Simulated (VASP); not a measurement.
# Cs (C2/m) in VASP: a series of runs

Aim: see how the results for Cs move with the level of theory and the settings. Levels: LDA, PBE. Tasks: single point.

All numbers are computed with VASP 6.6.1; they aren't measurements. Logs are shortened: lines on timing, memory, paths and dates and some standing lists are left out, and cuts for length are marked.

## (1) The cell of the first run

Symmetry: C2/m, No. 12, monoclinic system. The conventional cell has a = 6.117 Å, b = 8.790 Å, c = 5.177 Å, α = 90.00°, β = 120.26°, γ = 90.00°.

## (2) Single point, LDA (120.24 Å³/atom)

Contents of INCAR:

```
  PREC = Accurate
  ENCUT = 520
  EDIFF = 1E-6
  ISMEAR = -1
  SIGMA = 0.08
  LREAL = False
  LASPH = True
  NELM = 100
  ALGO = Fast
  ISIF = 2
  LWAVE = False
  LCHARG = False
  GGA = CA
  NBANDS = 10
```

Contents of KPOINTS:

```
Automatic mesh
0
Gamma
  9 9 9
```

Contents of POSCAR:

```
Cs
1.0
    3.0587393849     -4.3952192308      0.0000000000
    3.0587393849      4.3952192308      0.0000000000
   -2.6088206226      0.0000000000      4.4719711214
Cs
1
Direct
    0.0000000000      0.0000000000      0.5000000000
```

Potentials or basis: VASP PAW LDA potentials, release 64 (Cs_sv).

On the command line:

```
$ cat potpaw_LDA.64/Cs_sv/POTCAR > POTCAR
$ mpirun -np 1 vasp_std > vasp.out
```

OUTCAR:

```text
PREC = Accurate
   ENCUT = 520
   EDIFF = 1E-6
   ISMEAR = -1
   LREAL = False
   LASPH = True
   NELM = 100
   ISIF = 2
   GGA = CA

 ion  position               nearest neighbor table
   1  0.000  0.000  0.500-

  LATTYP: Found a base centered monoclinic cell.
 ALAT       =     6.1174787698
 B/A-ratio  =     1.4369381231
 C/A-ratio  =     0.8463132639
 COS(beta)  =    -0.5038956400

  Lattice vectors:

 A1 = (   3.0587393849,  -4.3952192308,   0.0000000000)
 A2 = (   3.0587393849,   4.3952192308,   0.0000000000)
 A3 = (  -2.6088206226,   0.0000000000,   4.4719711214)

Analysis of symmetry for initial positions (statically):
=====================================================================
 Subroutine PRICEL returns:
 Original cell was already a primitive cell.

 Routine SETGRP: Setting up the symmetry group for a
 base centered monoclinic supercell.

 Subroutine GETGRP returns: Found  4 space group operations
 (whereof  4 operations were pure point group operations)
 out of a pool of  4 trial point group operations.

The static configuration has the point symmetry C_2h.

Analysis of symmetry for dynamics (positions and initial velocities):
=====================================================================
 Subroutine PRICEL returns:
 Original cell was already a primitive cell.

 Routine SETGRP: Setting up the symmetry group for a
 base centered monoclinic supercell.

 Subroutine GETGRP returns: Found  4 space group operations
 (whereof  4 operations were pure point group operations)
 out of a pool of  4 trial point group operations.

The dynamic configuration has the point symmetry C_2h.

 Subroutine INISYM returns: Found  4 space group operations
 (whereof  4 operations are pure point group operations),
 and found     1 'primitive' translations

----------------------------------------------------------------------------------------

                                     Primitive cell

  volume of cell :     120.2408

  direct lattice vectors                    reciprocal lattice vectors
     3.058739385 -4.395219231  0.000000000     0.163466035 -0.113759968  0.095361431
     3.058739385  4.395219231  0.000000000     0.163466035  0.113759968  0.095361431
    -2.608820623  0.000000000  4.471971121     0.000000000  0.000000000  0.223615040

  length of vectors
     5.354795861  5.354795861  5.177303425     0.220808237  0.220808237  0.223615040

  position of ions in fractional coordinates (direct lattice)
     0.000000000  0.000000000  0.500000000
[... 75 lines left out ...]
   NELM   =    100;   NELMIN=  2; NELMDL= -5     # of ELM steps
   EDIFF  = 0.1E-05   stopping-criterion for ELM
   LREAL  =      F    real-space projection
   EDIFFG = 0.1E-04   stopping-criterion for IOM
   NSW    =      0    number of steps for IOM
   IBRION =     -1    ionic relax: 0-MD 1-quasi-New 2-CG
   NFREE  =      0    steps in history (QN), initial steepest desc. (CG)
   ISIF   =      2    stress and relaxation
   ISYM   =      2    0-nonsym 1-usesym 2-fastsym
   POTIM  = 0.5000    time-step for ionic-motion
   TEBEG  =    0.0;   TEEND  =   0.0 temperature during run
   PSTRESS=    0.0 pullay stress
   NELECT =       9.0000    total number of electrons
   NUPDOWN=      -1.0000    fix difference up-down
   EMIN   =  10.00;   EMAX   =-10.00  energy-range for DOS
   EFERMI =   0.00;   METHOD = LEGACY
   ISMEAR =    -1;   SIGMA  =   0.08  broadening in eV -4-tet -1-fermi 0-gaus
   EFERMI_NEDOS =   21; number of points for ismear=-14 and -15
   IALGO  =     68    algorithm
   IMIX   =      4    mixing-type and parameters
     AMIX     =   0.40;   BMIX     =  1.00
     AMIX_MAG =   1.60;   BMIX_MAG =  1.00
  volume/ion in A,a.u.               =     120.24       811.43
  Fermi-wavevector in a.u.,A,eV,Ry     =   0.689930  1.303779  6.476419  0.476003
  Thomas-Fermi vector in A             =   1.771154
   LORBIT       =      0    0 simple, 1 ext, 2 COOP (PROOUT), +10 PAW based schemes
   GGA     = CA    functional components
   LHFCALC =     F    Hartree Fock is set to
   AEXX    =    0.0000 exact exchange contribution
   IVDW    =     0    specifies the selected vdW correction
   LEPSILON=     F    determine dielectric tensor
   LRPA    =     F    only Hartree local field effects (RPA)
 non-spin polarized calculation
 RMM-DIIS sequential band-by-band and
  energy-cutoff  :      520.00
  volume of cell :      120.24
 maximum number of plane-waves:      3263
   NGX = 19   NGY = 19   NGZ = 19

 number of electron       9.0000000 magnetization

 Free energy of the ion-electron system (eV)
  ---------------------------------------------------
  ext. energy  EPLUGINS =         0.00000000
  ---------------------------------------------------
  free energy    TOTEN  =        -0.96835237 eV

  energy without entropy =       -0.94257949  energy(sigma->0) =       -0.95546593

 E-fermi :   0.1755     XC(G=0):  -5.4292

 val. band max:        0.1567445262   @ k =  -0.1111   0.4444   0.1111
 cond. band min:       0.1824843645   @ k =  -0.2222   0.1111   0.4444
 fundamental gap:      0.0257398383
 Fermi energy:         0.1755306360

 k-point     1 :       0.0000    0.0000    0.0000
  band No.  band energies     occupation
      1     -23.6794      2.00000
      2     -10.4284      2.00000
      3     -10.4188      2.00000
      4     -10.4095      2.00000
      5      -1.4565      2.00000
      6       2.3327      0.00000
      7       2.4895      0.00000
      8       2.7809      0.00000
      9       3.4086      0.00000
     10       3.6039      0.00000
[... 287 lines left out ...]
 k-point    24 :       0.4444    0.4444   -0.0000
  band No.  band energies     occupation
      1     -23.6736      2.00000
      2     -10.5402      2.00000
      3     -10.4696      2.00000
      4     -10.4142      2.00000
      5       0.3131      0.30382
      6       1.0701      0.00003
      7       1.6911      0.00000
      8       3.1686      0.00000
      9       3.7429      0.00000
     10       4.2945      0.00000

 [... further k-points ...]
[... 5 lines left out ...]
  --------------------------------------------------------------------------------------
  -------------------------------------------------------------------------------------
  Total       -0.2957494     -0.2807171     -0.2832093      0.0000000      0.0000000     -0.0820501
  in kB       -3.9407820     -3.7404808     -3.7736885      0.0000000      0.0000000     -1.0932953
  external PRESSURE =      -3.8183171 kB  Pullay stress =       0.0000000 kB

 VOLUME and BASIS-vectors are now :
 -----------------------------------------------------------------------------
  energy-cutoff  :      520.00
  volume of cell :      120.24
      direct lattice vectors                 reciprocal lattice vectors
     3.058739385 -4.395219231  0.000000000     0.163466035 -0.113759968  0.095361431
     3.058739385  4.395219231  0.000000000     0.163466035  0.113759968  0.095361431
    -2.608820623  0.000000000  4.471971121     0.000000000  0.000000000  0.223615040

 POSITION                                       TOTAL-FORCE (eV/Angst)
 -----------------------------------------------------------------------------------
     -1.30441      0.00000      2.23599         0.000000      0.000000      0.000000
 -----------------------------------------------------------------------------------
    total drift:                               -0.000000      0.000000      0.000000

  FREE ENERGIE OF THE ION-ELECTRON SYSTEM (eV)
  ---------------------------------------------------
  free  energy   TOTEN  =        -0.9683523741 eV

  energy  without entropy=       -0.9425794875  energy(sigma->0) =       -0.95546593
```

stdout:

```text
POSCAR found type information on POSCAR Cs
 POSCAR found :  1 types and       1 ions
 scaLAPACK will be used
 LDA part: xc-table for (Slater(with rela. corr.)+CA(PZ))
 , standard interpolation
 POSCAR, INCAR and KPOINTS ok, starting setup
 FFT: planning ... GRIDC
 FFT: planning ... GRID_SOFT
 FFT: planning ... GRID
 WAVECAR not read
 entering main loop
```

Wall time 97 s (1 thread of AMD EPYC 9R45 (Zen 5), shared host); peak memory 0.33 GiB.

What came out:

- Free energy: -0.9684 eV
- Pressure: -0.4 GPa
- Band gap on the k mesh: zero (an odd number of electrons rules out a gap without spin polarisation)

Caveat: spin-orbit coupling is left out, which moves the levels of the heavy elements.

## (3) Single point, PBE

This run uses another cell than the first one, of 115.62 Å³/atom.

Contents of INCAR:

```
SYSTEM = Cs
  ALGO = Fast
  EDIFF = 1E-7
  ENCUT = 520
  GGA = PE
  ISIF = 2
  ISMEAR = -1
  LASPH = .True.
  LCHARG = .True.
  LELF = .True.
  LREAL = .False.
  LVHAR = .True.
  LWAVE = .False.
  NBANDS = 10
  NELM = 100
  PREC = Accurate
  SIGMA = 0.08
```

Contents of KPOINTS:

```
k-points
0
Gamma
  9 9 9
  0 0 0
```

Contents of POSCAR:

```
Cs
1.0
    3.0190110000     -4.3381320000      0.0000000000
    3.0190110000      4.3381320000      0.0000000000
   -2.5749360000      0.0000000000      4.4138870000
Cs
1
Direct
    0.0000000000      0.0000000000      0.5000000000
```

Potentials or basis: VASP PAW PBE potentials, release 64 (Cs_sv).

On the command line:

```
$ cat potpaw_PBE.64/Cs_sv/POTCAR > POTCAR
$ mpirun -np 1 vasp_std > vasp.out
```

Wall time 2.2 min (1 thread of AMD EPYC 9R45 (Zen 5), shared host); peak memory 0.36 GiB.

It converged, with:

* Free energy: -0.8592 eV
* Pressure: 0.0 GPa
* Band gap on the k mesh: zero (an odd number of electrons rules out a gap without spin polarisation)

Stress tensor (GPa, compression positive):
```
 0.01  0.00 -0.15
 0.00  0.03  0.00
-0.15  0.00  0.03
```

Levels at points of the mesh, in eV from the Fermi level:
```
           k point  band 2  band 3  band 4  band 5  band 6  band 7
(0.00, 0.00, 0.00)  -10.61  -10.61  -10.60   -1.67    2.25    2.41
```

Caveat: spin-orbit coupling is left out, which moves the levels of the heavy elements.
